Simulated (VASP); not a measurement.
# Be (P-1) in VASP: a series of runs

Be is run at these levels: PBE; tasks: single point.

All numbers are computed with VASP 6.6.1; they aren't measurements. Logs are shortened: lines on timing, memory, paths and dates and some standing lists are left out, and cuts for length are marked.

### Step 1. The cell of the first run

The typed cell holds 2 atoms: a = 2.285 Å, b = 2.285 Å, c = 3.584 Å, α = 90.00°, β = 90.00°, γ = 120.00°.

### Step 2. Single point, PBE

File INCAR:

```
SYSTEM = Be
  PREC = Accurate
  ENCUT = 520
  EDIFF = 1E-7
  ISMEAR = 1
  SIGMA = 0.05
  LREAL = .FALSE.
  LASPH = .TRUE.
  NELM = 60
  ALGO = Fast
  ISIF = 2
  LWAVE = .FALSE.
  LCHARG = .FALSE.
  GGA = PE
  NBANDS = 9
```

File KPOINTS:

```
Automatic mesh
0
G
  18 18 10
  0 0 0
```

File POSCAR:

```
Be
1.0
    2.2853000000      0.0000000000      0.0000000000
   -1.1426500000      1.9791278553      0.0000000000
    0.0000000000      0.0000000000      3.5842000000
Be
2
Direct
    0.6882380000      0.3384440000      0.7501790000
    0.3173940000      0.6567560000      0.2585440000
```

Potentials or basis: VASP PAW PBE potentials, release 64 (Be).

Started as:

```bash
$ cat potpaw_PBE.64/Be/POTCAR > POTCAR
$ mpirun -np 1 vasp_std > vasp.out
```

OUTCAR:

```text
SYSTEM = Be
   PREC = Accurate
   ENCUT = 520
   EDIFF = 1E-7
   ISMEAR = 1
   LREAL = .FALSE.
   LASPH = .TRUE.
   NELM = 60
   ISIF = 2
   GGA = PE

 ion  position               nearest neighbor table
   1  0.688  0.338  0.750-   2 2.16   2 2.21   2 2.22   2 2.23   2 2.27   2 2.28
   2  0.317  0.657  0.259-   1 2.16   1 2.21   1 2.22   1 2.23   1 2.27   1 2.28

  LATTYP: Found a hexagonal cell.
 ALAT       =     2.2853000000
 C/A-ratio  =     1.5683717674

  Lattice vectors:

 A1 = (   2.2853000000,   0.0000000000,   0.0000000000)
 A2 = (  -1.1426500000,   1.9791278553,   0.0000000000)
 A3 = (   0.0000000000,   0.0000000000,   3.5842000000)

Analysis of symmetry for initial positions (statically):
=====================================================================
 Subroutine PRICEL returns:
 Original cell was already a primitive cell.

 Routine SETGRP: Setting up the symmetry group for a
 hexagonal supercell.

 Subroutine GETGRP returns: Found  2 space group operations
 (whereof  1 operations were pure point group operations)
 out of a pool of 24 trial point group operations.

The static configuration has the point symmetry C_1 .
 The point group associated with its full space group is S_2 .

Analysis of symmetry for dynamics (positions and initial velocities):
=====================================================================
 Subroutine PRICEL returns:
 Original cell was already a primitive cell.

 Routine SETGRP: Setting up the symmetry group for a
 hexagonal supercell.

 Subroutine GETGRP returns: Found  2 space group operations
 (whereof  1 operations were pure point group operations)
 out of a pool of 24 trial point group operations.

The dynamic configuration has the point symmetry C_1 .
 The point group associated with its full space group is S_2 .

 Subroutine INISYM returns: Found  2 space group operations
 (whereof  1 operations are pure point group operations),
 and found     1 'primitive' translations

----------------------------------------------------------------------------------------

                                     Primitive cell

  volume of cell :      16.2110

  direct lattice vectors                    reciprocal lattice vectors
     2.285300000  0.000000000  0.000000000     0.437579311  0.252636533  0.000000000
    -1.142650000  1.979127855  0.000000000     0.000000000  0.505273066  0.000000000
     0.000000000  0.000000000  3.584200000     0.000000000  0.000000000  0.279002288

  length of vectors
     2.285300000  2.285300000  3.584200000     0.505273066  0.505273066  0.279002288

  position of ions in fractional coordinates (direct lattice)
     0.688238000  0.338444000  0.750179000
     0.317394000  0.656756000  0.258544000

  ion indices of the primitive-cell ions
   primitive index   ion index
                 1           1
                 2           2

----------------------------------------------------------------------------------------

 KPOINTS: Automatic mesh

Automatic generation of k-mesh.
 Grid dimensions read from file:
 generate k-points for:   18   18   10

 Generating k-lattice:

  Cartesian coordinates                     Fractional coordinates (reciprocal lattice)
     0.024309962  0.014035363  0.000000000     0.055555556 -0.000000000  0.000000000
     0.000000000  0.028070726  0.000000000     0.000000000  0.055555556  0.000000000
     0.000000000  0.000000000  0.027900229     0.000000000  0.000000000  0.100000000

  Length of vectors
     0.028070726  0.028070726  0.027900229

  Shift w.r.t. Gamma in fractional coordinates (k-lattice)
     0.000000000  0.000000000  0.000000000

 Subroutine IBZKPT returns following result:
 ===========================================

 Found   1624 irreducible k-points:

 Following reciprocal coordinates:
            Coordinates               Weight
  0.000000  0.000000  0.000000      1.000000
  0.055556  0.000000  0.000000      2.000000
  0.000000  0.055556  0.000000      2.000000
 -0.055556  0.055556  0.000000      2.000000
  0.111111  0.000000  0.000000      2.000000
  0.000000  0.111111  0.000000      2.000000
[... 16 lines left out ...]
  0.444444  0.000000  0.000000      2.000000
  0.000000  0.444444  0.000000      2.000000
 [... further k-points ...]
   k-points           NKPTS =   1624   k-points in BZ     NKDIM =   1624   number of bands    NBANDS=      9
   number of dos      NEDOS =    301   number of ions     NIONS =      2
   total plane-waves  NPLWV =   9072
   dimension x,y,z NGX =    18 NGY =   18 NGZ =   28
   dimension x,y,z NGXF=    36 NGYF=   36 NGZF=   56
   ions per type =               2
   NGX,Y,Z   is equivalent  to a cutoff of  13.09, 13.09, 12.99 a.u.
   NGXF,Y,Z  is equivalent  to a cutoff of  26.19, 26.19, 25.97 a.u.
 SYSTEM =  Be
   PREC   = accura    normal or accurate (medium, high low for compatibility)
   ISTART =      0    job   : 0-new  1-cont  2-samecut
   ICHARG =      2    charge: 1-file 2-atom 10-const
   ISPIN  =      1    spin polarized calculation?
   LNONCOLLINEAR =      F non collinear calculations
   LSORBIT =      F    spin-orbit coupling
   LASPH  =      T    aspherical Exc in radial PAW
   ENCUT  =  520.0 eV  38.22 Ry    6.18 a.u.   4.25  4.25  6.66*2*pi/ulx,y,z
   NELM   =     60;   NELMIN=  2; NELMDL= -5     # of ELM steps
   EDIFF  = 0.1E-06   stopping-criterion for ELM
   LREAL  =      F    real-space projection
   EDIFFG = 0.1E-05   stopping-criterion for IOM
   NSW    =      0    number of steps for IOM
   IBRION =     -1    ionic relax: 0-MD 1-quasi-New 2-CG
   NFREE  =      0    steps in history (QN), initial steepest desc. (CG)
   ISIF   =      2    stress and relaxation
   ISYM   =      2    0-nonsym 1-usesym 2-fastsym
   POTIM  = 0.5000    time-step for ionic-motion
   TEBEG  =    0.0;   TEEND  =   0.0 temperature during run
   PSTRESS=    0.0 pullay stress
   NELECT =       4.0000    total number of electrons
   NUPDOWN=      -1.0000    fix difference up-down
   EMIN   =  10.00;   EMAX   =-10.00  energy-range for DOS
   EFERMI =   0.00;   METHOD = LEGACY
   ISMEAR =     1;   SIGMA  =   0.05  broadening in eV -4-tet -1-fermi 0-gaus
   EFERMI_NEDOS =   21; number of points for ismear=-14 and -15
   IALGO  =     68    algorithm
   IMIX   =      4    mixing-type and parameters
     AMIX     =   0.40;   BMIX     =  1.00
     AMIX_MAG =   1.60;   BMIX_MAG =  1.00
  volume/ion in A,a.u.               =       8.11        54.70
  Fermi-wavevector in a.u.,A,eV,Ry     =   1.026814  1.940397 14.345258  1.054347
  Thomas-Fermi vector in A             =   2.160726
   LORBIT       =      0    0 simple, 1 ext, 2 COOP (PROOUT), +10 PAW based schemes
   GGA     = PE    functional components
   LHFCALC =     F    Hartree Fock is set to
   AEXX    =    0.0000 exact exchange contribution
   IVDW    =     0    specifies the selected vdW correction
   LEPSILON=     F    determine dielectric tensor
   LRPA    =     F    only Hartree local field effects (RPA)
 non-spin polarized calculation
 RMM-DIIS sequential band-by-band and
 Methfessel and Paxton  Order N= 1 SIGMA  =   0.05
  energy-cutoff  :      520.00
  volume of cell :       16.21
 maximum number of plane-waves:       454
 NGX is ok and might be reduce to    18
   NGX =  9   NGY =  9   NGZ = 13

 number of electron       4.0000000 magnetization

 Free energy of the ion-electron system (eV)
  ---------------------------------------------------
  ext. energy  EPLUGINS =         0.00000000
  ---------------------------------------------------
  free energy    TOTEN  =        -7.51264374 eV

  energy without entropy =       -7.51272753  energy(sigma->0) =       -7.51267167

 E-fermi :   6.9728     XC(G=0): -10.5233

 val. band max:        6.9253323958   @ k =   0.2778   0.3333  -0.3000
 cond. band min:       6.9924673318   @ k =   0.3333   0.3889  -0.3000
 fundamental gap:      0.0671349360
 Fermi energy:         6.9728065026

 k-point     1 :       0.0000    0.0000    0.0000
  band No.  band energies     occupation
      1      -4.3922      2.00000
      2       2.5066      2.00000
      3       7.9144     -0.00000
      4      22.2117      0.00000
      5      22.6798      0.00000
      6      24.8722      0.00000
      7      25.6095      0.00000
      8      27.4375      0.00000
      9      33.4317      0.00000

 k-point     2 :       0.0556    0.0000    0.0000
  band No.  band energies     occupation
      1      -4.3046      2.00000
      2       2.6209      2.00000
      3       7.9403     -0.00000
      4      21.5695      0.00000
      5      22.0467      0.00000
      6      25.2597      0.00000
      7      25.5380      0.00000
      8      27.2481      0.00000
      9      31.7194      0.00000

 k-point     3 :       0.0000    0.0556    0.0000
  band No.  band energies     occupation
      1      -4.3045      2.00000
      2       2.6204      2.00000
      3       7.9429     -0.00000
      4      21.6176      0.00000
      5      21.9909      0.00000
      6      24.9532      0.00000
      7      25.8290      0.00000
      8      27.2758      0.00000
      9      32.0436      0.00000

 k-point     4 :      -0.0556    0.0556    0.0000
  band No.  band energies     occupation
      1      -4.3045      2.00000
      2       2.6203      2.00000
      3       7.9433     -0.00000
      4      21.6412      0.00000
      5      21.9577      0.00000
      6      24.9588      0.00000
      7      25.8316      0.00000
      8      27.2801      0.00000
      9      32.0925      0.00000

 k-point     5 :       0.1111    0.0000    0.0000
  band No.  band energies     occupation
      1      -4.0416      2.00000
      2       2.9636      2.00000
      3       8.0108      0.00000
      4      19.9246      0.00000
      5      20.8814      0.00000
      6      25.3206      0.00000
      7      25.6763      0.00000
      8      26.6011      0.00000
      9      29.7255      0.00000

 k-point     6 :       0.0000    0.1111    0.0000
  band No.  band energies     occupation
      1      -4.0411      2.00000
      2       2.9613      2.00000
      3       8.0228      0.00000
      4      19.9315      0.00000
      5      20.8003      0.00000
      6      24.9747      0.00000
      7      26.0183      0.00000
      8      26.7112      0.00000
      9      29.9956      0.00000
[... 169 lines left out ...]
 k-point    21 :       0.0000    0.3889    0.0000
  band No.  band energies     occupation
      1      -0.1317      2.00000
      2       6.1108      2.00000
      3       7.9355     -0.00000
      4      12.7257      0.00000
      5      16.4391      0.00000
      6      16.5640      0.00000
      7      18.6137      0.00000
      8      23.5282      0.00000
      9      26.3757      0.00000

 k-point    22 :      -0.3889    0.3889    0.0000
  band No.  band energies     occupation
      1      -0.1341      2.00000
      2       6.1457      2.00000
      3       7.9227     -0.00000
      4      12.6533      0.00000
      5      16.4280      0.00000
      6      16.6110      0.00000
      7      18.6379      0.00000
      8      23.5928      0.00000
      9      26.3409      0.00000

 k-point    23 :       0.4444    0.0000    0.0000
  band No.  band energies     occupation
      1       1.1201      2.00000
      2       4.4395      2.00000
      3       9.5912      0.00000
      4      13.6050      0.00000
      5      14.1279      0.00000
      6      16.1170      0.00000
      7      17.1008      0.00000
      8      23.5416      0.00000
      9      25.7887      0.00000

 k-point    24 :       0.0000    0.4444    0.0000
  band No.  band energies     occupation
      1       1.0608      2.00000
      2       4.6795      2.00000
      3       9.3983      0.00000
      4      13.0420      0.00000
      5      14.5103      0.00000
      6      16.1229      0.00000
      7      17.3682      0.00000
      8      23.2914      0.00000
      9      26.3715      0.00000

 [... further k-points ...]
[... 5 lines left out ...]
  --------------------------------------------------------------------------------------
  -------------------------------------------------------------------------------------
  Total       -0.2926827     -0.4371924     -0.0551354      0.1677244     -0.0135645     -0.0293251
  in kB      -28.9266637    -43.2089648     -5.4491887     16.5766804     -1.3406223     -2.8982848
  external PRESSURE =     -25.8616057 kB  Pullay stress =       0.0000000 kB

 VOLUME and BASIS-vectors are now :
 -----------------------------------------------------------------------------
  energy-cutoff  :      520.00
  volume of cell :       16.21
      direct lattice vectors                 reciprocal lattice vectors
     2.285300000  0.000000000  0.000000000     0.437579311  0.252636533  0.000000000
    -1.142650000  1.979127855  0.000000000     0.000000000  0.505273066  0.000000000
     0.000000000  0.000000000  3.584200000     0.000000000  0.000000000  0.279002288

 POSITION                                       TOTAL-FORCE (eV/Angst)
 -----------------------------------------------------------------------------------
      1.18611      0.66982      2.68879        -0.248400     -0.114731      0.231880
     -0.02510      1.29980      0.92667         0.248400      0.114731     -0.231880
 -----------------------------------------------------------------------------------
    total drift:                                0.000000     -0.000000      0.000000

  FREE ENERGIE OF THE ION-ELECTRON SYSTEM (eV)
  ---------------------------------------------------
  free  energy   TOTEN  =        -7.5126437394 eV

  energy  without entropy=       -7.5127275278  energy(sigma->0) =       -7.51267167
```

It took 5.8 min on 1 thread of Oxide Virtual Turin-like, shared host; peak memory 0.26 GiB.

Results:

| Property | Result |
| --- | --- |
| Free energy | -7.5126 eV |
| Pressure | -2.6 GPa |
| Largest force | 0.359 eV/Å |
| Band gap on the k mesh | zero (band 2 reaches 7.90 eV, above the bottom of band 3 at 5.81 eV) |

Forces in eV/Å, atoms in the order of the input:
```
Be  -0.248 -0.115  0.232
Be   0.248  0.115 -0.232
```

Stress tensor (GPa, compression positive):
```
-2.89  1.66 -0.29
 1.66 -4.32 -0.13
-0.29 -0.13 -0.54
```

Levels at points of the mesh, in eV from the Fermi level:
```csv
k point,band 1,band 2,band 3,band 4,band 5,band 6
"(0.00, 0.00, 0.00)",-11.37,-4.47,0.94,15.24,15.71,17.90
"(0.50, 0.00, 0.00)",-4.95,-3.53,3.73,5.83,6.97,9.04
"(0.00, 0.50, 0.00)",-5.13,-3.17,3.31,6.30,6.45,9.04
"(0.50, 0.50, 0.00)",-5.16,-3.12,3.26,6.20,6.53,9.03
"(0.00, 0.00, 0.50)",-9.27,-9.15,10.21,10.73,16.93,17.05
"(0.50, 0.00, 0.50)",-3.82,-3.76,1.50,1.53,11.46,11.77
"(0.00, 0.50, 0.50)",-3.72,-3.63,1.24,1.27,11.43,11.74
"(0.50, 0.50, 0.50)",-3.70,-3.61,1.20,1.23,11.43,11.74
```

### Step 3. Single point, PBE

File INCAR:

```
ALGO = Fast
EDIFF = 1E-6
ENCUT = 520
GGA = PE
ISIF = 2
ISMEAR = 1
LASPH = True
LCHARG = False
LREAL = False
LWAVE = False
NBANDS = 9
NELM = 60
PREC = Accurate
SIGMA = 0.05
```

File KPOINTS:

```
k-points
0
Gamma
  22 22 12
```

POSCAR is that of step 2.

Potentials or basis: VASP PAW PBE potentials, release 64 (Be).

Started as:

```bash
$ cat potpaw_PBE.64/Be/POTCAR > POTCAR
$ mpirun -np 1 vasp_std > vasp.out
```

It took 6.9 min on 1 thread of Oxide Virtual Turin-like, shared host; peak memory 0.41 GiB.

Results (log left out):

```
Free energy            : -7.5172 eV
Pressure               : -2.6 GPa
Largest force          : 0.364 eV/Å
Band gap on the k mesh : zero (band 2 reaches 8.02 eV, above the bottom of band 3 at 6.01 eV)
```

Forces on the atoms (eV/Å):
```
Be  -0.257 -0.120  0.228
Be   0.257  0.120 -0.228
```

Stress tensor (GPa, compression positive):
```
-2.83  1.29 -0.30
 1.29 -3.85 -0.14
-0.30 -0.14 -1.02
```

Levels at points of the mesh, in eV from the Fermi level:
| k point | band 1 | band 2 | band 3 | band 4 | band 5 | band 6 |
| --- | --- | --- | --- | --- | --- | --- |
| (0.00, 0.00, 0.00) | -11.40 | -4.50 | 0.90 | 15.20 | 15.67 | 17.86 |
| (0.50, 0.00, 0.00) | -4.99 | -3.57 | 3.69 | 5.79 | 6.94 | 9.00 |
| (0.00, 0.50, 0.00) | -5.17 | -3.21 | 3.27 | 6.26 | 6.41 | 9.01 |
| (0.50, 0.50, 0.00) | -5.19 | -3.16 | 3.22 | 6.16 | 6.49 | 9.00 |
| (0.00, 0.00, 0.50) | -9.31 | -9.18 | 10.17 | 10.69 | 16.89 | 17.01 |
| (0.50, 0.00, 0.50) | -3.86 | -3.80 | 1.47 | 1.49 | 11.42 | 11.73 |
| (0.00, 0.50, 0.50) | -3.76 | -3.67 | 1.20 | 1.23 | 11.39 | 11.70 |
| (0.50, 0.50, 0.50) | -3.74 | -3.64 | 1.16 | 1.19 | 11.39 | 11.70 |
